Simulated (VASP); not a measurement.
LiCl, 2 atoms in the cell. It takes space group I4/mmm (No. 139, tetragonal). Conventional cell: a = 3.627 Å, b = 3.627 Å, c = 5.309 Å, α = 90.00°, β = 90.00°, γ = 90.00°. Within 3.4 Å of Li (site symmetry 4/mmm) lie 6 Cl at 2.56 to 2.65 Å. Cl (site symmetry 4/mmm) has 6 Li at 2.56 to 2.65 Å within 3.4 Å.  This cell differs from its parent crystal: strain +0.0350 x Voigt [1, 0, 0, 0, 0, 0].

```yaml
Program: VASP 6.6.1
Task: single point
Functional: PBE
Potentials_or_basis: VASP PAW PBE potentials, release 64 (Li_sv, Cl)
Cutoff: 520 eV
k_mesh: 8 × 8 × 8
Occupations: gaussian, width 0.05 eV
Spin: no spin polarisation
Dipole_correction: no
Further_INCAR_settings: ALGO = Normal; EDIFF = 1e-07; NBANDS = 12
```

Potentials or basis: VASP PAW PBE potentials, release 64 (Li_sv, Cl).

Launch:

```bash
$ cat potpaw_PBE.64/Li_sv/POTCAR potpaw_PBE.64/Cl/POTCAR > POTCAR
$ mpirun -np 1 vasp_std > vasp.out
```

Hardware: 1 thread of Intel(R) Xeon(R) 6975P-C (Granite Rapids), on a shared host.

Problem. How long does it take, and how much memory?

Solution. Run time: 12 s on 1 thread of Intel(R) Xeon(R) 6975P-C (Granite Rapids), on a shared host, peak memory 0.15 GiB. Counts: scf iterations 14, k points 59.
